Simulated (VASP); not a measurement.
# Mg2Te3O (R-3m) in VASP: a series of runs, part 2 of 2

VASP 6.6.1. The steps go on from the part before.

### 3 Relaxation of cell and atoms, PBE

This run uses another cell than the first one, of 31.28 Å³/atom.

The input, INCAR:

```
SYSTEM = Mg2Te3O
PREC     = Accurate       ! precision mode
ENCUT    = 600            ! plane-wave cutoff, eV
EDIFF    = 1E-6           ! SCF threshold, eV
ISMEAR   = 0              ! smearing method
SIGMA    = 0.1            ! smearing width, eV
LREAL    = .FALSE.        ! projectors in reciprocal space
LASPH    = .TRUE.         ! aspherical terms in the spheres
NELM     = 60             ! most SCF steps
ALGO     = Normal         ! electronic algorithm
ISIF     = 3              ! what is computed and relaxed
LWAVE    = .FALSE.        ! write WAVECAR
LCHARG   = .FALSE.        ! write CHGCAR
GGA      = PE             ! functional
IBRION   = 2              ! ionic algorithm
NSW      = 100            ! ionic steps
EDIFFG   = -0.01          ! ionic threshold
```

The input, KPOINTS:

```
regular mesh
0
G
  6 6 6
  0 0 0
```

The input, POSCAR:

```
Mg2Te3O
1.0
    4.6352224399      2.6761469234      2.5217867569
   -4.6352224399      2.6761469234      2.5217867569
    0.0000000000     -5.3522938468      2.5217867569
Mg Te O
2 3 1
Direct
    0.7381458510      0.7381458510      0.7381458510
    0.2618541490      0.2618541490      0.2618541490
    0.0000000000      0.5000000000      0.0000000000
    0.0000000000      0.0000000000      0.5000000000
    0.5000000000      0.0000000000      0.0000000000
    0.5000000000      0.5000000000      0.5000000000
```

Potentials or basis: VASP PAW PBE potentials, release 64 (Mg, Te, O).

Started as:

```console
$ cat potpaw_PBE.64/Mg/POTCAR potpaw_PBE.64/Te/POTCAR potpaw_PBE.64/O/POTCAR > POTCAR
$ mpirun -np 1 vasp_std > vasp.out
```

OUTCAR:

```text
SYSTEM = Mg2Te3O
   PREC = Accurate
   ENCUT = 600
   EDIFF = 1E-6
   ISMEAR = 0
   LREAL = .FALSE.
   LASPH = .TRUE.
   NELM = 60
   ISIF = 3
   GGA = PE
   IBRION = 2
   NSW = 100
   EDIFFG = -0.01

 ion  position               nearest neighbor table
   1  0.738  0.738  0.738-   6 1.80   4 2.77   5 2.77   3 2.77   2 3.60
   2  0.262  0.262  0.262-   6 1.80   4 2.77   5 2.77   3 2.77   1 3.60
   3  0.000  0.500  0.000-   1 2.77   2 2.77   5 3.68   5 3.68   4 3.68   4 3.68
   4  0.000  0.000  0.500-   1 2.77   2 2.77   3 3.68   5 3.68   3 3.68   5 3.68
   5  0.500  0.000  0.000-   1 2.77   2 2.77   3 3.68   3 3.68   4 3.68   4 3.68
   6  0.500  0.500  0.500-   1 1.80   2 1.80

  LATTYP: Found a trigonal (rhomboedric) cell.
 ALAT       =     5.9166255476
 COS(alpha) =    -0.2275042021

  Lattice vectors:

 A1 = (   4.6352224399,   2.6761469234,   2.5217867569)
 A2 = (  -4.6352224399,   2.6761469234,   2.5217867569)
 A3 = (   0.0000000000,  -5.3522938468,   2.5217867569)

Analysis of symmetry for initial positions (statically):
=====================================================================
 Subroutine PRICEL returns:
 Original cell was already a primitive cell.

 Routine SETGRP: Setting up the symmetry group for a
 trigonal (rhombohedral) supercell.

 Subroutine GETGRP returns: Found 12 space group operations
 (whereof 12 operations were pure point group operations)
 out of a pool of 12 trial point group operations.

The static configuration has the point symmetry D_3d.

Analysis of symmetry for dynamics (positions and initial velocities):
=====================================================================
 Subroutine PRICEL returns:
 Original cell was already a primitive cell.

 Routine SETGRP: Setting up the symmetry group for a
 trigonal (rhombohedral) supercell.

 Subroutine GETGRP returns: Found 12 space group operations
[... 152 lines left out ...]
 number of electron      28.0000000 magnetization

 Free energy of the ion-electron system (eV)
  ---------------------------------------------------
  ext. energy  EPLUGINS =         0.00000000
  ---------------------------------------------------
  free energy    TOTEN  =       -20.34823136 eV

  energy without entropy =      -20.31772874  energy(sigma->0) =      -20.33298005

------------------------ aborting loop because EDIFF is reached ----------------------------------------

  FORCE on cell =-STRESS in cart. coord.  units (eV):
  Direction    XX          YY          ZZ          XY          YZ          ZX
  --------------------------------------------------------------------------------------
  -------------------------------------------------------------------------------------
  Total       -0.2537818     -0.2537818     -1.2341661      0.0000000     -0.0000000      0.0000000
  in kB       -2.1663613     -2.1663613    -10.5352304      0.0000000     -0.0000000      0.0000000
  external PRESSURE =      -4.9559843 kB  Pullay stress =       0.0000000 kB
[... 101 lines left out ...]
  FREE ENERGIE OF THE ION-ELECTRON SYSTEM (eV)
  ---------------------------------------------------
  free  energy   TOTEN  =       -20.3526603334 eV

  energy  without entropy=      -20.3225088398  energy(sigma->0) =      -20.33758459

[... ionic steps 4 to 7 ...]

--------------------------------------- Ionic step        8  -------------------------------------------

 number of electron      27.9999994 magnetization

------------------------ aborting loop because EDIFF is reached ----------------------------------------
[... 75 lines left out ...]
--------------------------------------- Ionic step       10  -------------------------------------------

 number of electron      27.9999994 magnetization

 Free energy of the ion-electron system (eV)
  ---------------------------------------------------
  ext. energy  EPLUGINS =         0.00000000
  ---------------------------------------------------
  free energy    TOTEN  =       -20.35838667 eV

  energy without entropy =      -20.32920220  energy(sigma->0) =      -20.34379444

 E-fermi :   2.3020     XC(G=0):  -8.0657

 val. band max:        2.2868360936   @ k =   0.3333   0.0000   0.0000
 cond. band min:       2.3136392403   @ k =   0.5000   0.1667   0.0000
 fundamental gap:      0.0268031467
 Fermi energy:         2.3019963056

 k-point     1 :       0.0000    0.0000    0.0000
  band No.  band energies     occupation
      1     -13.1961      2.00000
      2      -8.9506      2.00000
      3      -7.5792      2.00000
      4      -7.5792      2.00000
      5      -1.3755      2.00000
      6      -0.9130      2.00000
[... 481 lines left out ...]
      5      -1.8909      2.00000
      6      -0.5725      2.00000
[... 10 lines left out ...]
     17       5.9552      0.00000
     18       6.4498      0.00000

 [... further k-points ...]

------------------------ aborting loop because EDIFF is reached ----------------------------------------

  FORCE on cell =-STRESS in cart. coord.  units (eV):
  Direction    XX          YY          ZZ          XY          YZ          ZX
  --------------------------------------------------------------------------------------
  -------------------------------------------------------------------------------------
  Total        0.0176382      0.0176382      0.0294027      0.0000000      0.0000000      0.0000000
  in kB        0.1534272      0.1534272      0.2557612      0.0000000      0.0000000      0.0000000
  external PRESSURE =       0.1875385 kB  Pullay stress =       0.0000000 kB
[... 21 lines left out ...]
  FREE ENERGIE OF THE ION-ELECTRON SYSTEM (eV)
  ---------------------------------------------------
  free  energy   TOTEN  =       -20.3583866696 eV

  energy  without entropy=      -20.3292022045  energy(sigma->0) =      -20.34379444

 reached required accuracy - stopping structural energy minimisation
```

CONTCAR:

```text
Mg2Te3O
   1.00000000000000
     4.6455360431804076    2.6821014850300613    2.4637708402719638
    -4.6455360431804076    2.6821014850300613    2.4637708402719638
    -0.0000000000000000   -5.3642029700601226    2.4637708402719638
  Mg              Te              O
     2     3     1
Direct
     0.7425648286528204    0.7425648286528204    0.7425648286528204
     0.2574351713471797    0.2574351713471797    0.2574351713471797
     1.0000000000000000    0.5000000000000000    0.0000000000000000
     1.0000000000000000    1.0000000000000000    0.5000000000000000
     0.5000000000000000    1.0000000000000000    0.0000000000000000
     0.5000000000000000    0.5000000000000000    0.5000000000000000

  0.00000000E+00  0.00000000E+00  0.00000000E+00
  0.00000000E+00  0.00000000E+00  0.00000000E+00
  0.00000000E+00  0.00000000E+00  0.00000000E+00
  0.00000000E+00  0.00000000E+00  0.00000000E+00
  0.00000000E+00  0.00000000E+00  0.00000000E+00
  0.00000000E+00  0.00000000E+00  0.00000000E+00
```

It took 17 min on 1 thread of Intel Xeon 8259CL, shared host; peak memory 0.45 GiB.

What came out:

* Free energy: -20.3584 eV
* Relaxed volume: 30.70 Å³/atom
* Relaxed cell: a = 5.903 Å, b = 5.903 Å, c = 5.903 Å, α = 103.81°, β = 103.81°, γ = 103.81°
* Space group after relaxing (to 0.1 Å): R-3m (No. 166)
* Energy gained by relaxing: 1.7 meV/atom
* Ionic steps: 10
* Pressure after relaxing: 0.0 GPa
* Band gap on the k mesh: zero (bands 14 and 15 overlap by 1.82 eV)

Forces in eV/Å, atoms in the order of the input:
```
Mg   0.000  0.000  0.003
Mg   0.000  0.000 -0.003
Te   0.000  0.000  0.000
Te   0.000  0.000  0.000
Te   0.000  0.000  0.000
O    0.000  0.000  0.000
```

The path:
| step | energy change (eV) | largest force (eV/Å) | pressure (GPa) | volume (Å³) |
| --- | --- | --- | --- | --- |
| 1 | 0.0000 | 0.1076 | -0.50 | 187.69 |
| 2 | -0.0025 | 0.3149 | 0.21 | 185.07 |
| 3 | -0.0044 | 0.1415 | -0.08 | 186.10 |
| 4 | -0.0060 | 0.0971 | 0.00 | 185.36 |
| 5 | -0.0071 | 0.0177 | 0.15 | 184.05 |
| 6 | -0.0084 | 0.0097 | 0.11 | 184.08 |
| 7 | -0.0101 | 0.0169 | 0.02 | 184.16 |
| 8 | -0.0101 | 0.0183 | 0.01 | 184.16 |
| 9 | -0.0101 | 0.0189 | 0.03 | 184.21 |
| 10 | -0.0102 | 0.0026 | 0.02 | 184.19 |

Final structure:
```xyz
6
Lattice="4.6455 2.6821 2.4638 -4.6455 2.6821 2.4638 0.0000 -5.3642 2.4638" Properties=species:S:1:pos:R:3 pbc="T T T"
Mg    0.0000    0.0000    5.4885
Mg    0.0000    0.0000    1.9028
Te    2.3228    4.0232    3.6957
Te    0.0000    2.6821    6.1594
Te   -2.3228    4.0232    3.6957
O     0.0000    0.0000    3.6957
```

Levels at points of the mesh, in eV from the Fermi level:
```
           k point  band 10  band 11  band 12  band 13  band 14  band 15  band 16  band 17  band 18
(0.00, 0.00, 0.00)    -1.98    -1.25    -0.24    -0.24     0.92     1.18     1.18     1.26     3.60
(0.50, 0.00, 0.00)    -1.47    -1.40    -1.12    -0.85    -0.80    -0.20     1.09     2.88     4.55
(0.50, 0.50, 0.00)    -1.51    -1.43    -0.92    -0.87    -0.56    -0.14     1.30     4.09     4.30
(0.50, 0.50, 0.50)    -1.56    -0.98    -0.19    -0.19     1.13     1.40     1.40     2.99     4.86
```

Caveat: spin-orbit coupling is left out, which moves the levels of the heavy elements.
